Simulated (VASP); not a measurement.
# Nb (Fm-3m) in VASP: a series of runs, part 2 of 2

VASP 6.6.1. Earlier steps stand in the parts before.

## Step 3: Single point, PBE (volume scaled by 0.875, to set the pressure)

Input file INCAR:

```
SYSTEM = Nb
PREC     = Accurate       ! precision mode
ENCUT    = 520            ! plane-wave cutoff, eV
EDIFF    = 1E-7           ! SCF threshold, eV
ISMEAR   = -1             ! smearing method
SIGMA    = 0.08           ! smearing width, eV
LREAL    = .FALSE.        ! projectors in reciprocal space
LASPH    = .TRUE.         ! aspherical terms in the spheres
NELM     = 100            ! most SCF steps
ALGO     = Normal         ! electronic algorithm
ISIF     = 2              ! what is computed and relaxed
LWAVE    = .FALSE.        ! write WAVECAR
LCHARG   = .FALSE.        ! write CHGCAR
GGA      = PE             ! functional
NBANDS   = 12             ! bands
```

Input file KPOINTS:

```
regular mesh
0
G
  17 17 17
  0 0 0
```

Input file POSCAR:

```
Nb
1.0
    0.0000000000      2.0177680392      2.0177680392
    2.0177680392      0.0000000000      2.0177680392
    2.0177680392      2.0177680392      0.0000000000
Nb
1
Direct
    0.0000000000      0.0000000000      0.0000000000
```

Potentials or basis: VASP PAW PBE potentials, release 64 (Nb_sv).

Launch:

```sh
> cat potpaw_PBE.64/Nb_sv/POTCAR > POTCAR
> mpirun -np 1 vasp_std > vasp.out
```

OUTCAR:

```text
SYSTEM = Nb
   PREC = Accurate
   ENCUT = 520
   EDIFF = 1E-7
   ISMEAR = -1
   LREAL = .FALSE.
   LASPH = .TRUE.
   NELM = 100
   ISIF = 2
   GGA = PE

 ion  position               nearest neighbor table
   1  0.000  0.000  0.000-

  LATTYP: Found a face centered cubic cell.
 ALAT       =     4.0355360784

  Lattice vectors:

 A1 = (   0.0000000000,   2.0177680392,   2.0177680392)
 A2 = (   2.0177680392,   0.0000000000,   2.0177680392)
 A3 = (   2.0177680392,   2.0177680392,   0.0000000000)

Analysis of symmetry for initial positions (statically):
=====================================================================
 Subroutine PRICEL returns:
 Original cell was already a primitive cell.

 Routine SETGRP: Setting up the symmetry group for a
 face centered cubic supercell.

 Subroutine GETGRP returns: Found 48 space group operations
 (whereof 48 operations were pure point group operations)
 out of a pool of 48 trial point group operations.

The static configuration has the point symmetry O_h .

Analysis of symmetry for dynamics (positions and initial velocities):
[... 166 lines left out ...]
      1     -41.7631      2.00000
      2     -16.8419      2.00000
      3     -16.8419      2.00000
      4     -16.8419      2.00000
      5       6.4198      2.00000
      6      12.9129      1.13850
      7      12.9129      1.13850
      8      12.9129      1.13850
      9      16.0288      0.00000
     10      16.0288      0.00000
     11      24.8542      0.00000
     12      30.2417      0.00000
[... 331 lines left out ...]
 k-point    24 :      -0.1176    0.0588    0.0000
  band No.  band energies     occupation
      1     -41.6981      2.00000
      2     -17.2075      2.00000
      3     -16.9330      2.00000
      4     -16.8693      2.00000
      5       7.3136      2.00000
      6      12.2524      1.99961
      7      13.2919      0.02288
      8      13.3194      0.01627
      9      15.4007      0.00000
     10      16.0492      0.00000
     11      26.5631      0.00000
     12      28.2099      0.00000

 [... further k-points ...]

------------------------ aborting loop because EDIFF is reached ----------------------------------------

  FORCE on cell =-STRESS in cart. coord.  units (eV):
  Direction    XX          YY          ZZ          XY          YZ          ZX
  --------------------------------------------------------------------------------------
  -------------------------------------------------------------------------------------
  Total        2.7892108      2.7892108      2.7892108     -0.0000000     -0.0000000     -0.0000000
  in kB      271.9870382    271.9870382    271.9870382     -0.0000000     -0.0000000     -0.0000000
  external PRESSURE =     271.9870382 kB  Pullay stress =       0.0000000 kB

 VOLUME and BASIS-vectors are now :
 -----------------------------------------------------------------------------
  energy-cutoff  :      520.00
  volume of cell :       16.43
      direct lattice vectors                 reciprocal lattice vectors
     0.000000000  2.017768039  2.017768039    -0.247798553  0.247798553  0.247798553
     2.017768039  0.000000000  2.017768039     0.247798553 -0.247798553  0.247798553
     2.017768039  2.017768039  0.000000000     0.247798553  0.247798553 -0.247798553

 POSITION                                       TOTAL-FORCE (eV/Angst)
 -----------------------------------------------------------------------------------
      0.00000      0.00000      0.00000         0.000000      0.000000      0.000000
 -----------------------------------------------------------------------------------
    total drift:                                0.000000     -0.000000      0.000000

  FREE ENERGIE OF THE ION-ELECTRON SYSTEM (eV)
  ---------------------------------------------------
  free  energy   TOTEN  =        -9.7302211070 eV

  energy  without entropy=       -9.6999163867  energy(sigma->0) =       -9.71506875
```

Run time: 26 s. Hardware: 1 thread of Intel Xeon Platinum 8259CL at 2.50GHz (Skylake/Cascade Lake), shared host; peak memory 0.16 GiB.

What came out:

```
Free energy : -9.7302 eV
Pressure    : 27.2 GPa
```

Caveat: the cell differs from its parent crystal (volume scaled by 0.875, to set the pressure).

## Step 4: Single point, PBE

This run uses another cell than the first one, of 16.40 Å³/atom, 0.874 times its volume.

Input file INCAR:

```
ALGO = Normal
EDIFF = 1E-7
ENCUT = 520
GGA = PE
ISIF = 2
ISMEAR = -1
LASPH = T
LCHARG = T
LELF = T
LREAL = F
LVHAR = T
LWAVE = F
NBANDS = 12
NELM = 100
PREC = Accurate
SIGMA = 0.08
```

Input file KPOINTS:

```
k-points
0
Gamma
  17 17 17
```

Input file POSCAR:

```
Nb
1.0
    0.0000000000      2.0167122872      2.0167122872
    2.0167122872      0.0000000000      2.0167122872
    2.0167122872      2.0167122872      0.0000000000
Nb
1
Direct
    0.0000000000      0.0000000000      0.0000000000
```

Potentials or basis: VASP PAW PBE potentials, release 64 (Nb_sv).

Launch:

```sh
> cat potpaw_PBE.64/Nb_sv/POTCAR > POTCAR
> mpirun -np 1 vasp_std > vasp.out
```

OUTCAR:

```text
EDIFF = 1E-7
   ENCUT = 520
   GGA = PE
   ISIF = 2
   ISMEAR = -1
   LASPH = T
   LREAL = F
   NELM = 100
   PREC = Accurate

 ion  position               nearest neighbor table
   1  0.000  0.000  0.000-

  LATTYP: Found a face centered cubic cell.
 ALAT       =     4.0334245744

  Lattice vectors:

 A1 = (   0.0000000000,   2.0167122872,   2.0167122872)
 A2 = (   2.0167122872,   0.0000000000,   2.0167122872)
 A3 = (   2.0167122872,   2.0167122872,   0.0000000000)

Analysis of symmetry for initial positions (statically):
=====================================================================
 Subroutine PRICEL returns:
 Original cell was already a primitive cell.

 Routine SETGRP: Setting up the symmetry group for a
 face centered cubic supercell.

 Subroutine GETGRP returns: Found 48 space group operations
 (whereof 48 operations were pure point group operations)
 out of a pool of 48 trial point group operations.

The static configuration has the point symmetry O_h .

Analysis of symmetry for dynamics (positions and initial velocities):
=====================================================================
 Subroutine PRICEL returns:
 Original cell was already a primitive cell.

 Routine SETGRP: Setting up the symmetry group for a
 face centered cubic supercell.

 Subroutine GETGRP returns: Found 48 space group operations
 (whereof 48 operations were pure point group operations)
 out of a pool of 48 trial point group operations.

The dynamic configuration has the point symmetry O_h .

 Subroutine INISYM returns: Found 48 space group operations
 (whereof 48 operations are pure point group operations),
 and found     1 'primitive' translations

----------------------------------------------------------------------------------------

                                     Primitive cell

  volume of cell :      16.4045

  direct lattice vectors                    reciprocal lattice vectors
     0.000000000  2.016712287  2.016712287    -0.247928276  0.247928276  0.247928276
     2.016712287  0.000000000  2.016712287     0.247928276 -0.247928276  0.247928276
     2.016712287  2.016712287  0.000000000     0.247928276  0.247928276 -0.247928276

  length of vectors
     2.852061868  2.852061868  2.852061868     0.429424370  0.429424370  0.429424370

  position of ions in fractional coordinates (direct lattice)
     0.000000000  0.000000000  0.000000000

  ion indices of the primitive-cell ions
   primitive index   ion index
                 1           1

----------------------------------------------------------------------------------------

 KPOINTS: k-points

Automatic generation of k-mesh.
 Grid dimensions read from file:
 generate k-points for:   17   17   17

 Generating k-lattice:

  Cartesian coordinates                     Fractional coordinates (reciprocal lattice)
    -0.014584016  0.014584016  0.014584016     0.058823529  0.000000000  0.000000000
     0.014584016 -0.014584016  0.014584016     0.000000000  0.058823529  0.000000000
     0.014584016  0.014584016 -0.014584016     0.000000000  0.000000000  0.058823529

  Length of vectors
     0.025260257  0.025260257  0.025260257

  Shift w.r.t. Gamma in fractional coordinates (k-lattice)
     0.000000000  0.000000000  0.000000000

 Subroutine IBZKPT returns following result:
 ===========================================

 Found    165 irreducible k-points:

 Following reciprocal coordinates:
            Coordinates               Weight
  0.000000  0.000000  0.000000      1.000000
  0.058824  0.000000  0.000000      8.000000
  0.117647  0.000000  0.000000      8.000000
  0.176471  0.000000  0.000000      8.000000
  0.235294  0.000000  0.000000      8.000000
  0.294118  0.000000  0.000000      8.000000
[... 16 lines left out ...]
 -0.176471  0.058824  0.000000     24.000000
 -0.117647  0.058824  0.000000     24.000000
 [... further k-points ...]
   k-points           NKPTS =    165   k-points in BZ     NKDIM =    165   number of bands    NBANDS=     12
   number of dos      NEDOS =    301   number of ions     NIONS =      1
   total plane-waves  NPLWV =  13824
   dimension x,y,z NGX =    24 NGY =   24 NGZ =   24
   dimension x,y,z NGXF=    48 NGYF=   48 NGZF=   48
   ions per type =               1
   NGX,Y,Z   is equivalent  to a cutoff of  13.99, 13.99, 13.99 a.u.
   NGXF,Y,Z  is equivalent  to a cutoff of  27.98, 27.98, 27.98 a.u.
 SYSTEM =  unknown system
   PREC   = accura    normal or accurate (medium, high low for compatibility)
   ISTART =      0    job   : 0-new  1-cont  2-samecut
   ICHARG =      2    charge: 1-file 2-atom 10-const
   ISPIN  =      1    spin polarized calculation?
   LNONCOLLINEAR =      F non collinear calculations
   LSORBIT =      F    spin-orbit coupling
   LASPH  =      T    aspherical Exc in radial PAW
   ENCUT  =  520.0 eV  38.22 Ry    6.18 a.u.   5.30  5.30  5.30*2*pi/ulx,y,z
   NELM   =    100;   NELMIN=  2; NELMDL= -5     # of ELM steps
   EDIFF  = 0.1E-06   stopping-criterion for ELM
   LREAL  =      F    real-space projection
   EDIFFG = 0.1E-05   stopping-criterion for IOM
   NSW    =      0    number of steps for IOM
   IBRION =     -1    ionic relax: 0-MD 1-quasi-New 2-CG
   NFREE  =      0    steps in history (QN), initial steepest desc. (CG)
   ISIF   =      2    stress and relaxation
   ISYM   =      2    0-nonsym 1-usesym 2-fastsym
   POTIM  = 0.5000    time-step for ionic-motion
   TEBEG  =    0.0;   TEEND  =   0.0 temperature during run
   PSTRESS=    0.0 pullay stress
   NELECT =      13.0000    total number of electrons
   NUPDOWN=      -1.0000    fix difference up-down
   EMIN   =  10.00;   EMAX   =-10.00  energy-range for DOS
   EFERMI =   0.00;   METHOD = LEGACY
   ISMEAR =    -1;   SIGMA  =   0.08  broadening in eV -4-tet -1-fermi 0-gaus
   EFERMI_NEDOS =   21; number of points for ismear=-14 and -15
   IALGO  =     38    algorithm
   IMIX   =      4    mixing-type and parameters
     AMIX     =   0.40;   BMIX     =  1.00
     AMIX_MAG =   1.60;   BMIX_MAG =  1.00
  volume/ion in A,a.u.               =      16.40       110.70
  Fermi-wavevector in a.u.,A,eV,Ry     =   1.514963  2.862865 31.226904  2.295113
  Thomas-Fermi vector in A             =   2.624550
   LORBIT       =      0    0 simple, 1 ext, 2 COOP (PROOUT), +10 PAW based schemes
   GGA     = PE    functional components
[... 5 lines left out ...]
 non-spin polarized calculation
  energy-cutoff  :      520.00
  volume of cell :       16.40
 maximum number of plane-waves:       459
 NGX is ok and might be reduce to    24
   NGX = 11   NGY = 11   NGZ = 11

 number of electron      13.0000001 magnetization

 Free energy of the ion-electron system (eV)
  ---------------------------------------------------
  ext. energy  EPLUGINS =         0.00000000
  ---------------------------------------------------
  free energy    TOTEN  =        -9.72578432 eV

  energy without entropy =       -9.69550422  energy(sigma->0) =       -9.71064427

 E-fermi :  12.9598     XC(G=0): -12.9924

 val. band max:       12.9524653749   @ k =  -0.4706   0.3529   0.1176
 cond. band min:      12.9659016726   @ k =  -0.4118   0.2353   0.0000
 fundamental gap:      0.0134362977
 Fermi energy:        12.9597908587

 k-point     1 :       0.0000    0.0000    0.0000
  band No.  band energies     occupation
      1     -41.7382      2.00000
      2     -16.8125      2.00000
      3     -16.8125      2.00000
      4     -16.8125      2.00000
      5       6.4417      2.00000
      6      12.9355      1.15050
      7      12.9355      1.15050
      8      12.9355      1.15050
      9      16.0581      0.00000
     10      16.0581      0.00000
     11      24.8794      0.00000
     12      30.2745      0.00000

 k-point     2 :       0.0588    0.0000    0.0000
  band No.  band energies     occupation
      1     -41.7273      2.00000
      2     -16.8792      2.00000
      3     -16.8204      2.00000
      4     -16.8204      2.00000
      5       6.5939      2.00000
      6      12.8125      1.72607
      7      13.0065      0.71612
      8      13.0065      0.71612
      9      15.9873      0.00000
     10      15.9873      0.00000
     11      25.1932      0.00000
     12      29.6734      0.00000
[... 316 lines left out ...]
 k-point    24 :      -0.1176    0.0588    0.0000
  band No.  band energies     occupation
      1     -41.6728      2.00000
      2     -17.1800      2.00000
      3     -16.9040      2.00000
      4     -16.8400      2.00000
      5       7.3370      2.00000
      6      12.2738      1.99962
      7      13.3152      0.02325
      8      13.3430      0.01648
      9      15.4282      0.00000
     10      16.0783      0.00000
     11      26.5916      0.00000
     12      28.2420      0.00000

 [... further k-points ...]
[... 5 lines left out ...]
  --------------------------------------------------------------------------------------
  -------------------------------------------------------------------------------------
  Total        2.8258225      2.8258225      2.8258225      0.0000000      0.0000000      0.0000000
  in kB      275.9901855    275.9901855    275.9901855      0.0000000      0.0000000      0.0000000
  external PRESSURE =     275.9901855 kB  Pullay stress =       0.0000000 kB

 VOLUME and BASIS-vectors are now :
 -----------------------------------------------------------------------------
  energy-cutoff  :      520.00
  volume of cell :       16.40
      direct lattice vectors                 reciprocal lattice vectors
     0.000000000  2.016712287  2.016712287    -0.247928276  0.247928276  0.247928276
     2.016712287  0.000000000  2.016712287     0.247928276 -0.247928276  0.247928276
     2.016712287  2.016712287  0.000000000     0.247928276  0.247928276 -0.247928276

 POSITION                                       TOTAL-FORCE (eV/Angst)
 -----------------------------------------------------------------------------------
      0.00000      0.00000      0.00000         0.000000      0.000000     -0.000000
 -----------------------------------------------------------------------------------
    total drift:                                0.000000      0.000000      0.000000

  FREE ENERGIE OF THE ION-ELECTRON SYSTEM (eV)
  ---------------------------------------------------
  free  energy   TOTEN  =        -9.7257843216 eV

  energy  without entropy=       -9.6955042228  energy(sigma->0) =       -9.71064427
```

stdout:

```text
POSCAR found type information on POSCAR Nb
 POSCAR found :  1 types and       1 ions
 scaLAPACK will be used
 LDA part: xc-table for (Slater+PW92), standard interpolation
 POSCAR, INCAR and KPOINTS ok, starting setup
 FFT: planning ... GRIDC
 FFT: planning ... GRID_SOFT
 FFT: planning ... GRID
 WAVECAR not read
 entering main loop
```

It took 27 s on 1 thread of Intel Xeon Platinum 8259CL at 2.50GHz (Skylake/Cascade Lake), shared host; peak memory 0.16 GiB.

What came out:

| Property | Result |
| --- | --- |
| Free energy | -9.7258 eV |
| Pressure | 27.6 GPa |

## Step 5: The runs side by side

```tsv
cell	k mesh	gap on the mesh (eV)	pressure (GPa)
a = 2.983 Å, angles 60.0°, 1 atom	16 × 16 × 16	none	-0.3
a = 2.854 Å, angles 60.0°, 1 atom	17 × 17 × 17	none	27.2
a = 2.852 Å, angles 60.0°, 1 atom	17 × 17 × 17	none	27.6
```

Alike in all rows: task single point; level PBE; potentials or basis VASP PAW PBE potentials, release 64 (Nb_sv); no spin polarisation; cutoff (eV) 520; smearing fermi-dirac 0.08 eV.

Total energies depend on the potentials used, so only differences within one code and one set of settings carry meaning.
